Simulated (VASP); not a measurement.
# KF (P6_3/mmc) in VASP: relaxation of cell and atoms with LDA

Aim: the relaxation of cell and atoms of KF with LDA.

Everything below comes from runs of VASP 6.6.1. Logs are shortened: lines on timing, memory, paths and dates and some standing lists are left out, and cuts for length are marked.

## Step 1: The cell of the first run

Symmetry: P6_3/mmc, No. 194, hexagonal system. The conventional cell has a = 3.740 Å, b = 3.740 Å, c = 6.595 Å, α = 90.00°, β = 90.00°, γ = 120.00°. Within 3.8 Å of K (site symmetry -3m) lie 6 F at 2.72 Å and 8 K at 3.30 to 3.74 Å. Within 4.0 Å of F (site symmetry -6m2) lie 6 K at 2.72 Å and 12 F at 3.74 to 3.94 Å.

## Step 2: Relaxation of cell and atoms, LDA

Input file INCAR:

```
SYSTEM = KF
ALGO = Normal
EDIFF = 1E-7
EDIFFG = -0.005
ENCUT = 600
GGA = CA
IBRION = 2
ISIF = 3
ISMEAR = -1
LASPH = .True.
LCHARG = .False.
LREAL = .False.
LWAVE = .False.
NELM = 80
NSW = 80
PREC = Accurate
SIGMA = 0.02
```

Input file KPOINTS:

```
k-points
0
Gamma
  12 12 4
  0 0 0
```

Input file POSCAR:

```
KF
1.0
    3.7398271719      0.0000000000      0.0000000000
   -1.8699135859      3.2387853366      0.0000000000
    0.0000000000      0.0000000000      6.5945025924
K F
2 2
Direct
    0.0000000000      0.0000000000      0.0000000000
    0.0000000000      0.0000000000      0.5000000000
    0.3333333333      0.6666666667      0.2500000000
    0.6666666667      0.3333333333      0.7500000000
```

Potentials or basis: VASP PAW LDA potentials, release 64 (K_sv, F).

Run with:

```console
$ cat potpaw_LDA.64/K_sv/POTCAR potpaw_LDA.64/F/POTCAR > POTCAR
$ mpirun -np 1 vasp_std > vasp.out
```

OUTCAR:

```text
SYSTEM = KF
   EDIFF = 1E-7
   EDIFFG = -0.005
   ENCUT = 600
   GGA = CA
   IBRION = 2
   ISIF = 3
   ISMEAR = -1
   LASPH = .True.
   LREAL = .False.
   NELM = 80
   NSW = 80
   PREC = Accurate

 ion  position               nearest neighbor table
   1  0.000  0.000  0.000-   3 2.72   4 2.72   3 2.72   4 2.72   4 2.72   3 2.72   2 3.30   2 3.30

   2  0.000  0.000  0.500-   3 2.72   4 2.72   3 2.72   4 2.72   4 2.72   3 2.72   1 3.30   1 3.30

   3  0.333  0.667  0.250-   1 2.72   2 2.72   1 2.72   2 2.72   1 2.72   2 2.72
   4  0.667  0.333  0.750-   1 2.72   2 2.72   1 2.72   2 2.72   1 2.72   2 2.72

  LATTYP: Found a hexagonal cell.
 ALAT       =     3.7398271719
 C/A-ratio  =     1.7633174714

  Lattice vectors:

 A1 = (   3.7398271719,   0.0000000000,   0.0000000000)
 A2 = (  -1.8699135859,   3.2387853366,   0.0000000000)
 A3 = (   0.0000000000,   0.0000000000,   6.5945025924)

Analysis of symmetry for initial positions (statically):
=====================================================================
 Subroutine PRICEL returns:
 Original cell was already a primitive cell.

 Routine SETGRP: Setting up the symmetry group for a
 hexagonal supercell.

 Subroutine GETGRP returns: Found 24 space group operations
 (whereof 12 operations were pure point group operations)
 out of a pool of 24 trial point group operations.

The static configuration has the point symmetry D_3d.
 The point group associated with its full space group is D_6h.

Analysis of symmetry for dynamics (positions and initial velocities):
=====================================================================
 Subroutine PRICEL returns:
 Original cell was already a primitive cell.

 Routine SETGRP: Setting up the symmetry group for a
 hexagonal supercell.

 Subroutine GETGRP returns: Found 24 space group operations
 (whereof 12 operations were pure point group operations)
 out of a pool of 24 trial point group operations.

The dynamic configuration has the point symmetry D_3d.
 The point group associated with its full space group is D_6h.

 Subroutine INISYM returns: Found 24 space group operations
 (whereof 12 operations are pure point group operations),
 and found     1 'primitive' translations

----------------------------------------------------------------------------------------

                                     Primitive cell

  volume of cell :      79.8759

  direct lattice vectors                    reciprocal lattice vectors
     3.739827172  0.000000000  0.000000000     0.267392036  0.154378864  0.000000000
    -1.869913586  3.238785337  0.000000000     0.000000000  0.308757727  0.000000000
     0.000000000  0.000000000  6.594502592     0.000000000  0.000000000  0.151641460

  length of vectors
     3.739827172  3.739827172  6.594502592     0.308757727  0.308757727  0.151641460

  position of ions in fractional coordinates (direct lattice)
     0.000000000  0.000000000  0.000000000
     0.000000000  0.000000000  0.500000000
     0.333333333  0.666666667  0.250000000
     0.666666667  0.333333333  0.750000000

  ion indices of the primitive-cell ions
   primitive index   ion index
                 1           1
                 2           2
                 3           3
                 4           4

----------------------------------------------------------------------------------------

 KPOINTS: k-points

Automatic generation of k-mesh.
 Grid dimensions read from file:
 generate k-points for:   12   12    4

 Generating k-lattice:

  Cartesian coordinates                     Fractional coordinates (reciprocal lattice)
     0.022282670  0.012864905  0.000000000     0.083333333  0.000000000  0.000000000
     0.000000000  0.025729811  0.000000000     0.000000000  0.083333333  0.000000000
     0.000000000  0.000000000  0.037910365     0.000000000  0.000000000  0.250000000

  Length of vectors
     0.025729811  0.025729811  0.037910365

  Shift w.r.t. Gamma in fractional coordinates (k-lattice)
     0.000000000  0.000000000  0.000000000

 Subroutine IBZKPT returns following result:
 ===========================================

 Found     57 irreducible k-points:

 Following reciprocal coordinates:
            Coordinates               Weight
  0.000000  0.000000  0.000000      1.000000
  0.083333  0.000000  0.000000      6.000000
  0.166667  0.000000  0.000000      6.000000
  0.250000 -0.000000  0.000000      6.000000
  0.333333  0.000000  0.000000      6.000000
  0.416667 -0.000000  0.000000      6.000000
[... 16 lines left out ...]
  0.250000 -0.000000  0.250000     12.000000
  0.333333  0.000000  0.250000     12.000000
 [... further k-points ...]
   k-points           NKPTS =     57   k-points in BZ     NKDIM =     57   number of bands    NBANDS=     20
   number of dos      NEDOS =    301   number of ions     NIONS =      4
   total plane-waves  NPLWV =  48600
   dimension x,y,z NGX =    30 NGY =   30 NGZ =   54
   dimension x,y,z NGXF=    60 NGYF=   60 NGZF=  108
   ions per type =               2   2
   NGX,Y,Z   is equivalent  to a cutoff of  13.34, 13.34, 13.61 a.u.
   NGXF,Y,Z  is equivalent  to a cutoff of  26.67, 26.67, 27.23 a.u.
 SYSTEM =  KF
   PREC   = accura    normal or accurate (medium, high low for compatibility)
   ISTART =      0    job   : 0-new  1-cont  2-samecut
   ICHARG =      2    charge: 1-file 2-atom 10-const
   ISPIN  =      1    spin polarized calculation?
   LNONCOLLINEAR =      F non collinear calculations
   LSORBIT =      F    spin-orbit coupling
   LASPH  =      T    aspherical Exc in radial PAW
   ENCUT  =  600.0 eV  44.10 Ry    6.64 a.u.   7.47  7.47 13.17*2*pi/ulx,y,z
   NELM   =     80;   NELMIN=  2; NELMDL= -5     # of ELM steps
   EDIFF  = 0.1E-06   stopping-criterion for ELM
   LREAL  =      F    real-space projection
   EDIFFG = -.5E-02   stopping-criterion for IOM
   NSW    =     80    number of steps for IOM
   IBRION =      2    ionic relax: 0-MD 1-quasi-New 2-CG
   NFREE  =      1    steps in history (QN), initial steepest desc. (CG)
   ISIF   =      3    stress and relaxation
   ISYM   =      2    0-nonsym 1-usesym 2-fastsym
   POTIM  = 0.5000    time-step for ionic-motion
   TEBEG  =    0.0;   TEEND  =   0.0 temperature during run
   PSTRESS=    0.0 pullay stress
   NELECT =      32.0000    total number of electrons
   NUPDOWN=      -1.0000    fix difference up-down
   EMIN   =  10.00;   EMAX   =-10.00  energy-range for DOS
   EFERMI =   0.00;   METHOD = LEGACY
   ISMEAR =    -1;   SIGMA  =   0.02  broadening in eV -4-tet -1-fermi 0-gaus
   EFERMI_NEDOS =   21; number of points for ismear=-14 and -15
   IALGO  =     38    algorithm
   IMIX   =      4    mixing-type and parameters
     AMIX     =   0.40;   BMIX     =  1.00
     AMIX_MAG =   1.60;   BMIX_MAG =  1.00
  volume/ion in A,a.u.               =      19.97       134.76
  Fermi-wavevector in a.u.,A,eV,Ry     =   1.206849  2.280614 19.816673  1.456484
  Thomas-Fermi vector in A             =   2.342504
   LORBIT       =      0    0 simple, 1 ext, 2 COOP (PROOUT), +10 PAW based schemes
   GGA     = CA    functional components
   LHFCALC =     F    Hartree Fock is set to
   AEXX    =    0.0000 exact exchange contribution
   IVDW    =     0    specifies the selected vdW correction
   LEPSILON=     F    determine dielectric tensor
   LRPA    =     F    only Hartree local field effects (RPA)
 conjugate gradient relaxation of ions
 non-spin polarized calculation
  energy-cutoff  :      600.00
  volume of cell :       79.88
 maximum number of plane-waves:      2696
 NGX is ok and might be reduce to    30
   NGX = 15   NGY = 15   NGZ = 27

--------------------------------------- Ionic step        1  -------------------------------------------

 number of electron      32.0000000 magnetization

 Free energy of the ion-electron system (eV)
  ---------------------------------------------------
  ext. energy  EPLUGINS =         0.00000000
  ---------------------------------------------------
  free energy    TOTEN  =       -17.83657845 eV

  energy without entropy =      -17.83657845  energy(sigma->0) =      -17.83657845

------------------------ aborting loop because EDIFF is reached ----------------------------------------

  FORCE on cell =-STRESS in cart. coord.  units (eV):
  Direction    XX          YY          ZZ          XY          YZ          ZX
  --------------------------------------------------------------------------------------
  -------------------------------------------------------------------------------------
  Total       -2.1138881     -2.1138881     -2.4094692     -0.0000000     -0.0000000      0.0000000
  in kB      -42.4010710    -42.4010710    -48.3299358     -0.0000000     -0.0000000      0.0000000
  external PRESSURE =     -44.3773593 kB  Pullay stress =       0.0000000 kB
[... 289 lines left out ...]
  energy  without entropy=      -18.0119409910  energy(sigma->0) =      -18.01194099

--------------------------------------- Ionic step        9  -------------------------------------------

 number of electron      32.0000002 magnetization

 Free energy of the ion-electron system (eV)
  ---------------------------------------------------
  ext. energy  EPLUGINS =         0.00000000
  ---------------------------------------------------
  free energy    TOTEN  =       -18.01197775 eV

  energy without entropy =      -18.01197775  energy(sigma->0) =      -18.01197775

 E-fermi :  -2.4644     XC(G=0):  -9.5973

 val. band max:       -2.8767964060   @ k =   0.3333   0.3333   0.0000
 cond. band min:       3.3965046644   @ k =   0.0000   0.0000   0.0000
 fundamental gap:      6.2733010704
 Fermi energy:        -2.4644139303

 k-point     1 :       0.0000    0.0000    0.0000
  band No.  band energies     occupation
      1     -28.5010      2.00000
      2     -28.2814      2.00000
      3     -21.3873      2.00000
      4     -21.1855      2.00000
      5     -12.4114      2.00000
      6     -11.8721      2.00000
[... 12 lines left out ...]
     19       6.7295      0.00000
[... 513 lines left out ...]
      4     -21.2631      2.00000
      5     -12.5366      2.00000
      6     -12.2770      2.00000
[... 12 lines left out ...]
     19       7.0406      0.00000
     20       7.5073      0.00000

 [... further k-points ...]
[... 5 lines left out ...]
  --------------------------------------------------------------------------------------
  -------------------------------------------------------------------------------------
  Total        0.0023858      0.0023858      0.0051907      0.0000000     -0.0000000      0.0000000
  in kB        0.0554471      0.0554471      0.1206340      0.0000000     -0.0000000      0.0000000
  external PRESSURE =       0.0771761 kB  Pullay stress =       0.0000000 kB
[... 19 lines left out ...]
  FREE ENERGIE OF THE ION-ELECTRON SYSTEM (eV)
  ---------------------------------------------------
  free  energy   TOTEN  =       -18.0119777512 eV

  energy  without entropy=      -18.0119777511  energy(sigma->0) =      -18.01197775

 reached required accuracy - stopping structural energy minimisation
```

Wall time 8.9 min (1 thread of Intel Xeon 8259CL, shared host); peak memory 0.26 GiB.

Results:

```
Free energy                           : -18.0120 eV
Relaxed volume                        : 17.23 Å³/atom
Relaxed cell                          : a = 3.555 Å, b = 3.555 Å, c = 6.299 Å, α = 90.00°, β = 90.00°, γ = 120.00°
Space group after relaxing (to 0.1 Å) : P6_3/mmc (No. 194)
Energy gained by relaxing             : 43.8 meV/atom
Ionic steps                           : 9
Pressure after relaxing               : 0.0 GPa
Band gap on the k mesh                : 6.27 eV
```

Step by step:
```tsv
step	energy change (eV)	largest force (eV/Å)	pressure (GPa)	volume (Å³)
1	0.0000	0.0000	-4.44	79.88
2	-0.1374	0.0000	-2.42	73.65
3	-0.1740	0.0000	-0.30	69.52
4	-0.1743	0.0000	0.01	69.03
5	-0.1743	0.0000	-0.12	69.24
6	-0.1749	0.0000	-0.12	69.19
7	-0.1753	0.0000	-0.08	69.06
8	-0.1754	0.0000	-0.08	69.09
9	-0.1754	0.0000	0.01	68.94
```

Final structure:
```yaml
crystal:
  lattice:
    - [3.55482, 0.00000, 0.00000]
    - [-1.77741, 3.07857, 0.00000]
    - [0.00000, 0.00000, 6.29938]
  atoms:
    - { symbol: K, position: [0.00000, 0.00000, 0.00000] }
    - { symbol: K, position: [0.00000, 0.00000, 0.50000] }
    - { symbol: F, position: [0.33333, 0.66667, 0.25000] }
    - { symbol: F, position: [0.66667, 0.33333, 0.75000] }
```

Levels at points of the mesh, in eV from the valence-band top:
| k point | band 14 | band 15 | band 16 | band 17 | band 18 | band 19 |
| --- | --- | --- | --- | --- | --- | --- |
| (0.00, 0.00, 0.00) | -0.07 | 0.00 | 0.00 | 6.27 | 8.96 | 9.61 |
| (0.50, 0.00, 0.00) | -0.23 | -0.10 | -0.04 | 8.05 | 9.79 | 10.10 |
| (0.00, 0.00, 0.50) | -0.19 | -0.19 | -0.19 | 7.67 | 7.67 | 10.27 |
| (0.50, 0.00, 0.50) | -0.35 | -0.24 | -0.24 | 8.78 | 8.78 | 10.85 |
